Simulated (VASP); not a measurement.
# CuSi16 (a cell with a defect) in VASP: notebook

CuSi16 (a cell with a defect) is run at these levels: PBEsol; tasks: single point.

Program: VASP 6.6.1. These are calculated values, not measurements. Logs are shortened: lines on timing, memory, paths and dates and some standing lists are left out, and cuts for length are marked.

**1. The cell of the first run**

The cell holds a defect, 17 atoms: a = 7.679 Å, b = 7.679 Å, c = 7.679 Å, α = 60.00°, β = 60.00°, γ = 60.00°.

**2. Single point, PBEsol**

INCAR reads:

```
SYSTEM = CuSi16
PREC = Accurate
ENCUT = 520
EDIFF = 1E-7
ISMEAR = -1
SIGMA = 0.05
LREAL = Auto
LASPH = .True.
NELM = 100
ALGO = Normal
ISIF = 2
LWAVE = .False.
LCHARG = .False.
GGA = PS
NELECT = 74.0
NBANDS = 52
```

KPOINTS reads:

```
Automatic mesh
0
Gamma
  2 2 2
  0 0 0
```

POSCAR reads:

```
CuSi16
1.0
    0.0000000000      5.4300000000      5.4300000000
    5.4300000000      0.0000000000      5.4300000000
    5.4300000000      5.4300000000      0.0000000000
Si Cu
16 1
Direct
    0.0043569061     -0.0036979742     -0.0005467772
    0.1364813996      0.1223250460      0.1158406998
   -0.0009319521     -0.0147525783      0.4903790976
    0.0865150092      0.1271413444      0.6310969613
    0.0109771639      0.4951701657      0.0008883978
    0.1378093002      0.6190457643      0.1234829650
    0.0042256906      0.4957837017      0.5007024862
    0.1360369245      0.6110910681      0.6279393186
    0.5110089319     -0.0074982505     -0.0025765193
    0.6143230203      0.1261241252      0.1327766114
    0.4587218232      0.0092687845      0.5137691529
    0.6149291897      0.1188072744      0.6245849908
    0.5125955801      0.4980491713      0.0028716390
    0.6374886740      0.6204590239      0.1271058011
    0.5106002762      0.4916175875      0.4991509208
    0.6146416206      0.6283874770      0.6307672192
    0.8288303867      0.8733016575      0.3763458564
```

Potentials or basis: VASP PAW PBE potentials, release 64 (Si, Cu).

Command:

```
$ cat potpaw_PBE.64/Si/POTCAR potpaw_PBE.64/Cu/POTCAR > POTCAR
$ mpirun -np 1 vasp_std > vasp.out
```

OUTCAR:

```text
SYSTEM = CuSi16
   PREC = Accurate
   ENCUT = 520
   EDIFF = 1E-7
   ISMEAR = -1
   LREAL = Auto
   LASPH = .True.
   NELM = 100
   ISIF = 2
   GGA = PS
   NELECT = 74.0

 ion  position               nearest neighbor table
   1  0.004  0.996  0.999-   4 2.33   2 2.35   6 2.37  17 2.39  10 2.45
   2  0.136  0.122  0.116-   5 2.34   9 2.35   1 2.35   3 2.35
   3  0.999  0.985  0.490-   4 2.33   8 2.35   2 2.35  12 2.41  17 2.50
   4  0.087  0.127  0.631-   1 2.33   7 2.33   3 2.33  11 2.34
   5  0.011  0.495  0.001-   2 2.34   8 2.34   6 2.34  14 2.34
   6  0.138  0.619  0.123-   5 2.34  13 2.35   7 2.37   1 2.37  17 2.79
   7  0.004  0.496  0.501-   4 2.33   8 2.35   6 2.37  17 2.40  16 2.44
   8  0.136  0.611  0.628-   5 2.34   7 2.35  15 2.35   3 2.35
   9  0.511  0.993  0.997-  14 2.33  10 2.34  12 2.34   2 2.35
  10  0.614  0.126  0.133-  13 2.34   9 2.34  11 2.40   1 2.45  17 2.50
  11  0.459  0.009  0.514-  17 2.33   4 2.34  12 2.37  16 2.40  10 2.40
  12  0.615  0.119  0.625-  15 2.34   9 2.34  11 2.37   3 2.41  17 2.69
  13  0.513  0.498  0.003-  14 2.33  10 2.34  16 2.34   6 2.35
  14  0.637  0.620  0.127-  13 2.33  15 2.33   9 2.33   5 2.34
  15  0.511  0.492  0.499-  14 2.33  16 2.34  12 2.34   8 2.35
  16  0.615  0.628  0.631-  13 2.34  15 2.34  11 2.40   7 2.44  17 2.50
  17  0.829  0.873  0.376-  11 2.33   1 2.39   7 2.40  10 2.50   3 2.50  16 2.50  12 2.69   6 2.79

  LATTYP: Found a face centered cubic cell.
 ALAT       =    10.8600000000

  Lattice vectors:

 A1 = (   0.0000000000,   5.4300000000,   5.4300000000)
 A2 = (   5.4300000000,   0.0000000000,   5.4300000000)
 A3 = (   5.4300000000,   5.4300000000,   0.0000000000)

Analysis of symmetry for initial positions (statically):
=====================================================================
 Subroutine PRICEL returns:
 Original cell was already a primitive cell.

 Routine SETGRP: Setting up the symmetry group for a
 face centered cubic supercell.

 Subroutine GETGRP returns: Found  1 space group operations
 (whereof  1 operations were pure point group operations)
 out of a pool of 48 trial point group operations.

The static configuration has the point symmetry C_1 .

Analysis of symmetry for dynamics (positions and initial velocities):
=====================================================================
 Subroutine PRICEL returns:
 Original cell was already a primitive cell.

 Routine SETGRP: Setting up the symmetry group for a
 face centered cubic supercell.

 Subroutine GETGRP returns: Found  1 space group operations
 (whereof  1 operations were pure point group operations)
 out of a pool of 48 trial point group operations.

The dynamic configuration has the point symmetry C_1 .

 Subroutine INISYM returns: Found  1 space group operations
 (whereof  1 operations are pure point group operations),
 and found     1 'primitive' translations

----------------------------------------------------------------------------------------

                                     Primitive cell

  volume of cell :     320.2060

  direct lattice vectors                    reciprocal lattice vectors
     0.000000000  5.430000000  5.430000000    -0.092081031  0.092081031  0.092081031
     5.430000000  0.000000000  5.430000000     0.092081031 -0.092081031  0.092081031
     5.430000000  5.430000000  0.000000000     0.092081031  0.092081031 -0.092081031

  length of vectors
     7.679179644  7.679179644  7.679179644     0.159489025  0.159489025  0.159489025

  position of ions in fractional coordinates (direct lattice)
     0.004356906  0.996302026  0.999453223
     0.136481400  0.122325046  0.115840700
     0.999068048  0.985247422  0.490379098
     0.086515009  0.127141344  0.631096961
     0.010977164  0.495170166  0.000888398
     0.137809300  0.619045764  0.123482965
[... 9 lines left out ...]
     0.614641621  0.628387477  0.630767219
     0.828830387  0.873301658  0.376345856

  ion indices of the primitive-cell ions
   primitive index   ion index
                 1           1
                 2           2
                 3           3
                 4           4
                 5           5
                 6           6
[... 9 lines left out ...]
                16          16
                17          17

----------------------------------------------------------------------------------------

 KPOINTS: Automatic mesh

Automatic generation of k-mesh.
 Grid dimensions read from file:
 generate k-points for:    2    2    2

 Generating k-lattice:

  Cartesian coordinates                     Fractional coordinates (reciprocal lattice)
    -0.046040516  0.046040516  0.046040516     0.500000000  0.000000000  0.000000000
     0.046040516 -0.046040516  0.046040516     0.000000000  0.500000000  0.000000000
     0.046040516  0.046040516 -0.046040516     0.000000000  0.000000000  0.500000000

  Length of vectors
     0.079744512  0.079744512  0.079744512

  Shift w.r.t. Gamma in fractional coordinates (k-lattice)
     0.000000000  0.000000000  0.000000000

 Subroutine IBZKPT returns following result:
 ===========================================

 Found      8 irreducible k-points:

 Following reciprocal coordinates:
            Coordinates               Weight
  0.000000  0.000000  0.000000      1.000000
  0.500000  0.000000  0.000000      1.000000
  0.000000  0.500000  0.000000      1.000000
  0.000000  0.000000  0.500000      1.000000
  0.500000  0.500000  0.500000      1.000000
  0.500000  0.500000  0.000000      1.000000
  0.000000  0.500000  0.500000      1.000000
  0.500000  0.000000  0.500000      1.000000
   k-points           NKPTS =      8   k-points in BZ     NKDIM =      8   number of bands    NBANDS=     52
   number of dos      NEDOS =    301   number of ions     NIONS =     17
   total plane-waves  NPLWV = 216000
   dimension x,y,z NGX =    60 NGY =   60 NGZ =   60
   dimension x,y,z NGXF=   120 NGYF=  120 NGZF=  120
   ions per type =              16   1
   NGX,Y,Z   is equivalent  to a cutoff of  12.99, 12.99, 12.99 a.u.
   NGXF,Y,Z  is equivalent  to a cutoff of  25.98, 25.98, 25.98 a.u.
 SYSTEM =  CuSi16
   PREC   = accura    normal or accurate (medium, high low for compatibility)
   ISTART =      0    job   : 0-new  1-cont  2-samecut
   ICHARG =      2    charge: 1-file 2-atom 10-const
   ISPIN  =      1    spin polarized calculation?
   LNONCOLLINEAR =      F non collinear calculations
   LSORBIT =      F    spin-orbit coupling
   LASPH  =      T    aspherical Exc in radial PAW
   ENCUT  =  520.0 eV  38.22 Ry    6.18 a.u.  14.28 14.28 14.28*2*pi/ulx,y,z
   NELM   =    100;   NELMIN=  2; NELMDL= -5     # of ELM steps
   EDIFF  = 0.1E-06   stopping-criterion for ELM
   LREAL  =      T    real-space projection
   EDIFFG = 0.1E-05   stopping-criterion for IOM
   NSW    =      0    number of steps for IOM
   IBRION =     -1    ionic relax: 0-MD 1-quasi-New 2-CG
   NFREE  =      0    steps in history (QN), initial steepest desc. (CG)
   ISIF   =      2    stress and relaxation
   ISYM   =      2    0-nonsym 1-usesym 2-fastsym
   POTIM  = 0.5000    time-step for ionic-motion
   TEBEG  =    0.0;   TEEND  =   0.0 temperature during run
   PSTRESS=    0.0 pullay stress
   NELECT =      74.0000    total number of electrons
   NUPDOWN=      -1.0000    fix difference up-down
   EMIN   =  10.00;   EMAX   =-10.00  energy-range for DOS
   EFERMI =   0.00;   METHOD = LEGACY
   ISMEAR =    -1;   SIGMA  =   0.05  broadening in eV -4-tet -1-fermi 0-gaus
   EFERMI_NEDOS =   21; number of points for ismear=-14 and -15
   IALGO  =     38    algorithm
   IMIX   =      4    mixing-type and parameters
     AMIX     =   0.40;   BMIX     =  1.00
     AMIX_MAG =   1.60;   BMIX_MAG =  1.00
  volume/ion in A,a.u.               =      18.84       127.11
  Fermi-wavevector in a.u.,A,eV,Ry     =   1.004636  1.898488 13.732283  1.009294
  Thomas-Fermi vector in A             =   2.137265
   LORBIT       =      0    0 simple, 1 ext, 2 COOP (PROOUT), +10 PAW based schemes
   GGA     = PS    functional components
   LHFCALC =     F    Hartree Fock is set to
   AEXX    =    0.0000 exact exchange contribution
   IVDW    =     0    specifies the selected vdW correction
   LEPSILON=     F    determine dielectric tensor
   LRPA    =     F    only Hartree local field effects (RPA)
 non-spin polarized calculation
  energy-cutoff  :      520.00
  volume of cell :      320.21
 maximum number of plane-waves:      8646
 NGX is ok and might be reduce to    60
   NGX = 29   NGY = 29   NGZ = 29

 number of electron      73.9999999 magnetization

 Free energy of the ion-electron system (eV)
  ---------------------------------------------------
  ext. energy  EPLUGINS =         0.00000000
  ---------------------------------------------------
  free energy    TOTEN  =      -100.07869933 eV

  energy without entropy =     -100.07346622  energy(sigma->0) =     -100.07608278

 E-fermi :   6.3534     XC(G=0):  -9.7563

 val. band max:        6.1868916375   @ k =   0.0000   0.0000   0.0000
 cond. band min:       6.5055559799   @ k =   0.0000   0.0000   0.0000
 fundamental gap:      0.3186643424
 Fermi energy:         6.3534286712

 k-point     1 :       0.0000    0.0000    0.0000
  band No.  band energies     occupation
      1      -5.9703      2.00000
      2      -3.6086      2.00000
      3      -3.5558      2.00000
      4      -3.5323      2.00000
      5      -3.5220      2.00000
      6      -2.1057      2.00000
[... 41 lines left out ...]
     48       8.3488      0.00000
     49       8.6041      0.00000

 k-point     2 :       0.5000    0.0000    0.0000
  band No.  band energies     occupation
      1      -5.2638      2.00000
      2      -5.0526      2.00000
      3      -3.3918      2.00000
      4      -3.2585      2.00000
      5      -3.2267      2.00000
      6      -3.0876      2.00000
[... 41 lines left out ...]
     48       9.6564      0.00000
     49       9.7434      0.00000

 k-point     3 :       0.0000    0.5000    0.0000
  band No.  band energies     occupation
      1      -5.2961      2.00000
      2      -5.0081      2.00000
      3      -3.3636      2.00000
      4      -3.3282      2.00000
      5      -3.2219      2.00000
      6      -3.0884      2.00000
[... 41 lines left out ...]
     48       9.7192      0.00000
     49       9.8786      0.00000

 k-point     4 :       0.0000    0.0000    0.5000
  band No.  band energies     occupation
      1      -5.2952      2.00000
      2      -5.0091      2.00000
      3      -3.3635      2.00000
      4      -3.3298      2.00000
      5      -3.2203      2.00000
      6      -3.0878      2.00000
[... 41 lines left out ...]
     48       9.7176      0.00000
     49       9.8802      0.00000

 k-point     5 :       0.5000    0.5000    0.5000
  band No.  band energies     occupation
      1      -5.3177      2.00000
      2      -4.9835      2.00000
      3      -3.3551      2.00000
      4      -3.3136      2.00000
      5      -3.2389      2.00000
      6      -3.0935      2.00000
[... 41 lines left out ...]
     48       9.7178      0.00000
     49       9.7976      0.00000

 k-point     6 :       0.5000    0.5000    0.0000
  band No.  band energies     occupation
      1      -5.0164      2.00000
      2      -4.7810      2.00000
      3      -3.9360      2.00000
      4      -3.8467      2.00000
      5      -3.8084      2.00000
      6      -3.7909      2.00000
[... 41 lines left out ...]
     48      10.3556      0.00000
     49      10.3857      0.00000

 k-point     7 :       0.0000    0.5000    0.5000
  band No.  band energies     occupation
      1      -5.0086      2.00000
      2      -4.7913      2.00000
      3      -3.9401      2.00000
      4      -3.8377      2.00000
      5      -3.8157      2.00000
      6      -3.7840      2.00000
[... 41 lines left out ...]
     48      10.3551      0.00000
     49      10.3958      0.00000

 k-point     8 :       0.5000    0.0000    0.5000
  band No.  band energies     occupation
      1      -5.0163      2.00000
      2      -4.7812      2.00000
      3      -3.9371      2.00000
      4      -3.8461      2.00000
      5      -3.8073      2.00000
      6      -3.7914      2.00000
[... 41 lines left out ...]
     48      10.3547      0.00000
     49      10.3856      0.00000
 [bands above 49 left out]

------------------------ aborting loop because EDIFF is reached ----------------------------------------

  FORCE on cell =-STRESS in cart. coord.  units (eV):
  Direction    XX          YY          ZZ          XY          YZ          ZX
  --------------------------------------------------------------------------------------
  -------------------------------------------------------------------------------------
  Total       -6.2187087     -5.6242658     -5.6590362     -0.2820283     -0.1035621     -0.3034278
  in kB      -31.1158246    -28.1414803    -28.3154568     -1.4111519     -0.5181818     -1.5182262
  external PRESSURE =     -29.1909206 kB  Pullay stress =       0.0000000 kB

 VOLUME and BASIS-vectors are now :
 -----------------------------------------------------------------------------
  energy-cutoff  :      520.00
  volume of cell :      320.21
      direct lattice vectors                 reciprocal lattice vectors
     0.000000000  5.430000000  5.430000000    -0.092081031  0.092081031  0.092081031
     5.430000000  0.000000000  5.430000000     0.092081031 -0.092081031  0.092081031
     5.430000000  5.430000000  0.000000000     0.092081031  0.092081031 -0.092081031

 POSITION                                       TOTAL-FORCE (eV/Angst)
 -----------------------------------------------------------------------------------
     10.83695      5.45069      5.43358         0.024485     -0.027729     -0.002565
      1.29324      1.37011      1.40532        -0.004062      0.013791     -0.000631
      8.01265      8.08770     10.77483         0.021556     -0.010052      0.000737
      4.11723      3.89663      1.16015        -0.000104     -0.003965      0.011601
      2.69360      0.06443      2.74838        -0.002413     -0.006384     -0.000113
      4.03193      1.41882      4.10972        -0.007075     -0.003024      0.001063
[... 9 lines left out ...]
      6.83721      6.76257      6.74965        -0.012980      0.007623      0.005995
      6.78559      6.54411      9.24258        -0.017575      0.017606      0.009184
 -----------------------------------------------------------------------------------
    total drift:                               -0.001508     -0.002813      0.005791

  FREE ENERGIE OF THE ION-ELECTRON SYSTEM (eV)
  ---------------------------------------------------
  free  energy   TOTEN  =      -100.0786993326 eV

  energy  without entropy=     -100.0734662202  energy(sigma->0) =     -100.07608278
```

It took 6.7 min on 1 thread of Intel Xeon Platinum 8488C (Sapphire Rapids), shared host; peak memory 0.5 GiB.

Results:

```
Free energy   : -100.0787 eV
Largest force : 0.045 eV/Å
```

Forces in eV/Å, atoms in the order of the input:
```
Si   0.024 -0.028 -0.003
Si  -0.004  0.014 -0.001
Si   0.022 -0.010  0.001
Si   0.000 -0.004  0.012
Si  -0.002 -0.006  0.000
Si  -0.007 -0.003  0.001
Si   0.016  0.007 -0.041
Si  -0.010  0.015  0.006
Si   0.007 -0.004  0.002
Si  -0.025  0.015  0.013
Si   0.014 -0.007 -0.014
Si  -0.001  0.009  0.009
Si   0.000 -0.016 -0.010
Si  -0.010 -0.006  0.004
Si   0.006 -0.002  0.006
Si  -0.013  0.008  0.006
Cu  -0.018  0.018  0.009
```

Caveat: the k points lie up to 0.50 Å⁻¹ apart; the cell carries a net charge on a neutralising background, which shifts energy and pressure; the cell is charged against a uniform background, so pressure and absolute levels hang on convention; the PAW data sets were made with another functional, which shifts forces and pressure a little.

**3. Single point, PBEsol**

INCAR reads:

```
SYSTEM = CuSi16
ALGO = Normal
EDIFF = 1E-7
ENCUT = 520
GGA = PS
ISIF = 2
ISMEAR = -1
LASPH = .TRUE.
LCHARG = .FALSE.
LREAL = Auto
LWAVE = .FALSE.
NBANDS = 52
NELECT = 74.0
NELM = 80
PREC = Accurate
SIGMA = 0.05
```

KPOINTS reads:

```
k-points
0
G
  2 2 2
  0 0 0
```

POSCAR reads:

```
CuSi16
1.0
    0.0000000000      5.4300000000      5.4300000000
    5.4300000000      0.0000000000      5.4300000000
    5.4300000000      5.4300000000      0.0000000000
Si Cu
16 1
Direct
   -0.0007333333     -0.0139664825      0.0250907919
    0.1371199816      0.1235993554      0.1235253223
    0.0041413444     -0.0030302947      0.4976380295
    0.0866367403      0.1256017495      0.6548148250
    0.0114854512      0.4963847145     -0.0074797422
    0.1369524862      0.6115392265      0.1248160221
    0.0044509208      0.4940829650      0.4993496317
    0.1368895028      0.6191388582      0.6191963168
    0.5116627993     -0.0064666667     -0.0018664825
    0.6153568140      0.1200334254      0.1408372928
    0.4590501842      0.0096323204      0.5172293738
    0.6145949355      0.1260337937      0.6257323204
    0.5114255064      0.4927886740     -0.0010061694
    0.6379631676      0.6214738490      0.1158149171
    0.5117457643      0.4981249540      0.4873465009
    0.6143514733      0.6280691529      0.6268323204
    0.8292324125      0.8697836096      0.4231213628
```

Potentials or basis: VASP PAW PBE potentials, release 64 (Si, Cu).

Command:

```
$ cat potpaw_PBE.64/Si/POTCAR potpaw_PBE.64/Cu/POTCAR > POTCAR
$ mpirun -np 1 vasp_std > vasp.out
```

Run time: 7 min. Hardware: 1 thread of Intel Xeon Platinum 8488C (Sapphire Rapids), shared host; peak memory 0.49 GiB.

Results (log left out):

```yaml
Free_energy: -100.0788 eV
Largest_force: 0.041 eV/Å
```

Forces in eV/Å, atoms in the order of the input:
```
Si  -0.005 -0.033 -0.019
Si  -0.006  0.012  0.011
Si   0.026  0.008 -0.013
Si   0.002  0.019  0.012
Si   0.007 -0.010  0.003
Si  -0.003  0.005  0.000
Si  -0.008 -0.007 -0.039
Si   0.004  0.012  0.015
Si   0.010 -0.012  0.007
Si  -0.016  0.012  0.006
Si  -0.001 -0.016 -0.029
Si   0.005  0.024  0.015
Si  -0.002 -0.012 -0.002
Si  -0.004  0.002  0.000
Si   0.009 -0.009 -0.001
Si  -0.011  0.006  0.009
Cu  -0.009  0.000  0.026
```

Levels at points of the mesh, in eV from the Fermi level:
| k point | band 33 | band 34 | band 35 | band 36 | band 37 | band 38 | band 39 | band 40 | band 41 | band 42 |
| --- | --- | --- | --- | --- | --- | --- | --- | --- | --- | --- |
| (0.00, 0.00, 0.00) | -1.00 | -0.93 | -0.71 | -0.22 | -0.16 | 0.15 | 0.43 | 0.47 | 0.50 | 0.53 |
| (0.50, 0.00, 0.00) | -2.05 | -0.95 | -0.91 | -0.79 | -0.76 | 0.33 | 1.14 | 1.20 | 1.21 | 1.32 |
| (0.00, 0.50, 0.00) | -2.03 | -0.91 | -0.85 | -0.83 | -0.75 | 0.50 | 1.00 | 1.17 | 1.20 | 1.34 |
| (0.00, 0.00, 0.50) | -2.07 | -0.90 | -0.88 | -0.76 | -0.59 | 0.47 | 0.93 | 1.17 | 1.25 | 1.40 |
| (0.50, 0.50, 0.50) | -2.02 | -0.91 | -0.85 | -0.84 | -0.73 | 0.50 | 0.99 | 1.17 | 1.20 | 1.34 |
| (0.50, 0.50, 0.00) | -1.84 | -1.54 | -1.44 | -1.43 | -1.00 | 0.57 | 0.94 | 1.91 | 1.99 | 2.02 |
| (0.00, 0.50, 0.50) | -1.85 | -1.54 | -1.45 | -1.43 | -1.01 | 0.58 | 0.94 | 1.91 | 1.98 | 2.02 |
| (0.50, 0.00, 0.50) | -1.90 | -1.52 | -1.49 | -1.41 | -1.06 | 0.59 | 0.92 | 1.91 | 1.96 | 2.06 |

Caveat: the k points lie up to 0.50 Å⁻¹ apart; the cell carries a net charge on a neutralising background, which shifts energy and pressure; the cell is charged against a uniform background, so pressure and absolute levels hang on convention; the PAW data sets were made with another functional, which shifts forces and pressure a little.
